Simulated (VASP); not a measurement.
# HfB2 (P6/mmm) in VASP: notebook

HfB2 is run at these levels: PBEsol; tasks: electric field gradients.

Program: VASP 6.6.1. These are calculated values, not measurements. Logs are shortened: lines on timing, memory, paths and dates and some standing lists are left out, and cuts for length are marked.

### Step 1. The cell of the first run

It takes space group P6/mmm (No. 191, hexagonal). The conventional cell has a = 3.150 Å, b = 3.150 Å, c = 3.492 Å, α = 90.00°, β = 90.00°, γ = 120.00°. Within 3.3 Å of Hf (site symmetry 6/mmm) lie 12 B at 2.52 Å and 6 Hf at 3.15 Å. Within 2.4 Å of B (site symmetry -6m2) lie 3 B at 1.82 Å.

### Step 2. Electric field gradients, PBEsol (volume scaled by 1.01)

The input, INCAR:

```
SYSTEM = HfB2
PREC     = Accurate       ! precision mode
ENCUT    = 520            ! plane-wave cutoff, eV
EDIFF    = 1E-8           ! SCF threshold, eV
ISMEAR   = -1             ! smearing method
SIGMA    = 0.03           ! smearing width, eV
LREAL    = .FALSE.        ! projectors in reciprocal space
LASPH    = .TRUE.         ! aspherical terms in the spheres
NELM     = 60             ! most SCF steps
ALGO     = Normal         ! electronic algorithm
ISIF     = 2              ! what is computed and relaxed
LWAVE    = .FALSE.        ! write WAVECAR
LCHARG   = .FALSE.        ! write CHGCAR
GGA      = PS             ! functional
LEFG     = .TRUE.       
NBANDS   = 15             ! bands
```

The input, KPOINTS:

```
Automatic mesh
0
G
  15 15 12
  0 0 0
```

The input, POSCAR:

```
HfB2
1.0
    3.1504320712      0.0000000000      0.0000000000
   -1.5752160356      2.7283542065      0.0000000000
    0.0000000000      0.0000000000      3.4915615467
Hf B
1 2
Direct
    0.0000000000      0.0000000000      0.0000000000
    0.3333333333      0.6666666667      0.5000000000
    0.6666666667      0.3333333333      0.5000000000
```

Potentials or basis: VASP PAW PBE potentials, release 64 (Hf_pv, B).

Started as:

```bash
> cat potpaw_PBE.64/Hf_pv/POTCAR potpaw_PBE.64/B/POTCAR > POTCAR
> mpirun -np 1 vasp_std > vasp.out
```

OUTCAR:

```text
SYSTEM = HfB2
   PREC = Accurate
   ENCUT = 520
   EDIFF = 1E-8
   ISMEAR = -1
   LREAL = .FALSE.
   LASPH = .TRUE.
   NELM = 60
   ISIF = 2
   GGA = PS

 ion  position               nearest neighbor table
   1  0.000  0.000  0.000-   2 2.52   3 2.52   2 2.52   3 2.52   2 2.52   2 2.52   3 2.52   3 2.52
                             3 2.52   3 2.52   2 2.52   2 2.52
   2  0.333  0.667  0.500-   3 1.82   3 1.82   3 1.82   1 2.52   1 2.52   1 2.52   1 2.52   1 2.52
                             1 2.52
   3  0.667  0.333  0.500-   2 1.82   2 1.82   2 1.82   1 2.52   1 2.52   1 2.52   1 2.52   1 2.52
                             1 2.52

  LATTYP: Found a hexagonal cell.
 ALAT       =     3.1504320712
 C/A-ratio  =     1.1082802193

  Lattice vectors:

 A1 = (   3.1504320712,   0.0000000000,   0.0000000000)
 A2 = (  -1.5752160356,   2.7283542065,   0.0000000000)
 A3 = (   0.0000000000,   0.0000000000,   3.4915615467)

Analysis of symmetry for initial positions (statically):
=====================================================================
 Subroutine PRICEL returns:
 Original cell was already a primitive cell.

 Routine SETGRP: Setting up the symmetry group for a
 hexagonal supercell.

 Subroutine GETGRP returns: Found 24 space group operations
 (whereof 24 operations were pure point group operations)
 out of a pool of 24 trial point group operations.

The static configuration has the point symmetry D_6h.

Analysis of symmetry for dynamics (positions and initial velocities):
=====================================================================
 Subroutine PRICEL returns:
 Original cell was already a primitive cell.

 Routine SETGRP: Setting up the symmetry group for a
 hexagonal supercell.

 Subroutine GETGRP returns: Found 24 space group operations
 (whereof 24 operations were pure point group operations)
 out of a pool of 24 trial point group operations.

The dynamic configuration has the point symmetry D_6h.

 Subroutine INISYM returns: Found 24 space group operations
 (whereof 24 operations are pure point group operations),
 and found     1 'primitive' translations

----------------------------------------------------------------------------------------

                                     Primitive cell

  volume of cell :      30.0117

  direct lattice vectors                    reciprocal lattice vectors
     3.150432071  0.000000000  0.000000000     0.317416779  0.183260663  0.000000000
    -1.575216036  2.728354207  0.000000000     0.000000000  0.366521325  0.000000000
     0.000000000  0.000000000  3.491561547     0.000000000  0.000000000  0.286404804

  length of vectors
     3.150432071  3.150432071  3.491561547     0.366521325  0.366521325  0.286404804

  position of ions in fractional coordinates (direct lattice)
     0.000000000  0.000000000  0.000000000
     0.333333333  0.666666667  0.500000000
     0.666666667  0.333333333  0.500000000

  ion indices of the primitive-cell ions
   primitive index   ion index
                 1           1
                 2           2
                 3           3

----------------------------------------------------------------------------------------

 KPOINTS: Automatic mesh

Automatic generation of k-mesh.
 Grid dimensions read from file:
 generate k-points for:   15   15   12

 Generating k-lattice:

  Cartesian coordinates                     Fractional coordinates (reciprocal lattice)
     0.021161119  0.012217378  0.000000000     0.066666667  0.000000000  0.000000000
     0.000000000  0.024434755  0.000000000     0.000000000  0.066666667  0.000000000
     0.000000000  0.000000000  0.023867067     0.000000000  0.000000000  0.083333333

  Length of vectors
     0.024434755  0.024434755  0.023867067

  Shift w.r.t. Gamma in fractional coordinates (k-lattice)
     0.000000000  0.000000000  0.000000000

 Subroutine IBZKPT returns following result:
[... 41 lines left out ...]
   ISTART =      0    job   : 0-new  1-cont  2-samecut
   ICHARG =      2    charge: 1-file 2-atom 10-const
   ISPIN  =      1    spin polarized calculation?
   LNONCOLLINEAR =      F non collinear calculations
   LSORBIT =      F    spin-orbit coupling
   LASPH  =      T    aspherical Exc in radial PAW
   ENCUT  =  520.0 eV  38.22 Ry    6.18 a.u.   5.86  5.86  6.49*2*pi/ulx,y,z
   NELM   =     60;   NELMIN=  2; NELMDL= -5     # of ELM steps
   EDIFF  = 0.1E-07   stopping-criterion for ELM
   LREAL  =      F    real-space projection
   EDIFFG = 0.1E-06   stopping-criterion for IOM
   NSW    =      0    number of steps for IOM
   IBRION =     -1    ionic relax: 0-MD 1-quasi-New 2-CG
   NFREE  =      0    steps in history (QN), initial steepest desc. (CG)
   ISIF   =      2    stress and relaxation
   ISYM   =      2    0-nonsym 1-usesym 2-fastsym
   POTIM  = 0.5000    time-step for ionic-motion
   TEBEG  =    0.0;   TEEND  =   0.0 temperature during run
   PSTRESS=    0.0 pullay stress
   NELECT =      16.0000    total number of electrons
   NUPDOWN=      -1.0000    fix difference up-down
   EMIN   =  10.00;   EMAX   =-10.00  energy-range for DOS
   EFERMI =   0.00;   METHOD = LEGACY
   ISMEAR =    -1;   SIGMA  =   0.03  broadening in eV -4-tet -1-fermi 0-gaus
   EFERMI_NEDOS =   21; number of points for ismear=-14 and -15
   IALGO  =     38    algorithm
   IMIX   =      4    mixing-type and parameters
     AMIX     =   0.40;   BMIX     =  1.00
     AMIX_MAG =   1.60;   BMIX_MAG =  1.00
  volume/ion in A,a.u.               =      10.00        67.51
  Fermi-wavevector in a.u.,A,eV,Ry     =   1.327449  2.508516 23.975123  1.762122
  Thomas-Fermi vector in A             =   2.456761
   LORBIT       =      0    0 simple, 1 ext, 2 COOP (PROOUT), +10 PAW based schemes
   GGA     = PS    functional components
   LHFCALC =     F    Hartree Fock is set to
   AEXX    =    0.0000 exact exchange contribution
   IVDW    =     0    specifies the selected vdW correction
   LEPSILON=     F    determine dielectric tensor
   LRPA    =     F    only Hartree local field effects (RPA)
 non-spin polarized calculation
  energy-cutoff  :      520.00
  volume of cell :       30.01
 maximum number of plane-waves:       828
 NGX is ok and might be reduce to    24
   NGX = 11   NGY = 11   NGZ = 13

 number of electron      15.9999998 magnetization

 Free energy of the ion-electron system (eV)
  ---------------------------------------------------
  ext. energy  EPLUGINS =         0.00000000
  ---------------------------------------------------
  free energy    TOTEN  =       -27.84810396 eV

  energy without entropy =      -27.84739392  energy(sigma->0) =      -27.84774894

 E-fermi :   7.4914     XC(G=0): -12.6350

 val. band max:        7.4558709552   @ k =   0.4000   0.1333   0.0000
 cond. band min:       7.4990865622   @ k =   0.0667   0.0667   0.4167
 fundamental gap:      0.0432156070
 Fermi energy:         7.4913751112

 k-point     1 :       0.0000    0.0000    0.0000
  band No.  band energies     occupation
      1     -23.1367      2.00000
      2     -22.6408      2.00000
      3     -22.6408      2.00000
      4      -6.1945      2.00000
      5       4.4567      2.00000
      6       4.6065      2.00000
      7       4.6065      2.00000
      8       4.7211      2.00000
      9      11.4156      0.00000
     10      11.4156      0.00000
     11      12.0836      0.00000
     12      12.0836      0.00000
     13      12.4279      0.00000
     14      12.4279      0.00000
[... 401 lines left out ...]
      2     -22.9975      2.00000
      3     -22.9792      2.00000
      4      -1.5643      2.00000
      5      -1.2420      2.00000
      6       1.4299      2.00000
      7       3.9278      2.00000
      8       6.4186      2.00000
      9       7.2237      1.99973
     10      10.4078      0.00000
     11      12.0387      0.00000
     12      14.2887      0.00000
     13      16.2165      0.00000
     14      17.3991      0.00000
     15      17.8004      0.00000

 [... further k-points ...]
[... 5 lines left out ...]
  --------------------------------------------------------------------------------------
  -------------------------------------------------------------------------------------
  Total       -1.2424135     -1.2424135     -1.3958727      0.0000000     -0.0000000      0.0000000
  in kB      -66.3263597    -66.3263597    -74.5187926      0.0000000     -0.0000000      0.0000000
  external PRESSURE =     -69.0571707 kB  Pullay stress =       0.0000000 kB

 VOLUME and BASIS-vectors are now :
 -----------------------------------------------------------------------------
  energy-cutoff  :      520.00
  volume of cell :       30.01
      direct lattice vectors                 reciprocal lattice vectors
     3.150432071  0.000000000  0.000000000     0.317416779  0.183260663  0.000000000
    -1.575216036  2.728354207  0.000000000     0.000000000  0.366521325  0.000000000
     0.000000000  0.000000000  3.491561547     0.000000000  0.000000000  0.286404804

 POSITION                                       TOTAL-FORCE (eV/Angst)
 -----------------------------------------------------------------------------------
      0.00000      0.00000      0.00000        -0.000000      0.000000      0.000000
     -0.00000      1.81890      1.74578         0.000000      0.000000      0.000000
      1.57522      0.90945      1.74578        -0.000000     -0.000000      0.000000
 -----------------------------------------------------------------------------------
    total drift:                               -0.000000      0.000000      0.000000

  FREE ENERGIE OF THE ION-ELECTRON SYSTEM (eV)
  ---------------------------------------------------
  free  energy   TOTEN  =       -27.8481039639 eV

  energy  without entropy=      -27.8473939191  energy(sigma->0) =      -27.84774894

 Electric field gradients (V/A^2)
---------------------------------------------------------------------
 ion       V_xx      V_yy      V_zz      V_xy      V_xz      V_yz
---------------------------------------------------------------------
   1     -40.123   -40.123    80.246     0.000    -0.000     0.000
   2      -0.870    -0.870     1.739    -0.000     0.000    -0.000
   3      -0.870    -0.870     1.739    -0.000     0.000     0.000
---------------------------------------------------------------------

 Electric field gradients after diagonalization (V/A^2)
 (convention: |V_zz| > |V_xx| > |V_yy|)
----------------------------------------------------------------------
 ion       V_xx      V_yy      V_zz     asymmetry (V_yy - V_xx)/ V_zz
----------------------------------------------------------------------
   1     -40.123   -40.123    80.246       0.000
   2      -0.870    -0.870     1.739       0.000
   3      -0.870    -0.870     1.739       0.000
----------------------------------------------------------------------

           NMR quadrupolar parameters

 Cq : quadrupolar parameter    Cq=e*Q*V_zz/h
 eta: asymmetry parameters     (V_yy - V_xx)/ V_zz
 Q  : nuclear electric quadrupole moment in mb (millibarn)
----------------------------------------------------------------------
 ion       Cq(MHz)       eta       Q (mb)
----------------------------------------------------------------------
   1       0.194       0.000       1.000
   2       0.004       0.000       1.000
   3       0.004       0.000       1.000
----------------------------------------------------------------------
```

Run time: 2 min. Hardware: 1 thread of AMD EPYC, shared host; peak memory 0.18 GiB.

What came out:

- Free energy: -27.8481 eV
- Pressure: -6.9 GPa
- Band gap on the k mesh: zero (band 8 reaches 8.23 eV, above the bottom of band 9 at 7.22 eV)

Electric field gradients, principal values (V/Å²):
| atom | least | middle | greatest (by size) |
| --- | --- | --- | --- |
| 1 Hf | -40.123 | -40.123 | 80.246 |
| 2 B | -0.870 | -0.870 | 1.739 |
| 3 B | -0.870 | -0.870 | 1.739 |

Caveat: without QUAD_EFG the Cq values of the log hold for a quadrupole moment of 1 mb, not for the nuclei; the PAW data sets were made with another functional, which shifts forces and pressure a little; spin-orbit coupling is left out, which moves the levels of the heavy elements.

(Part 1 of 3 ends here.)
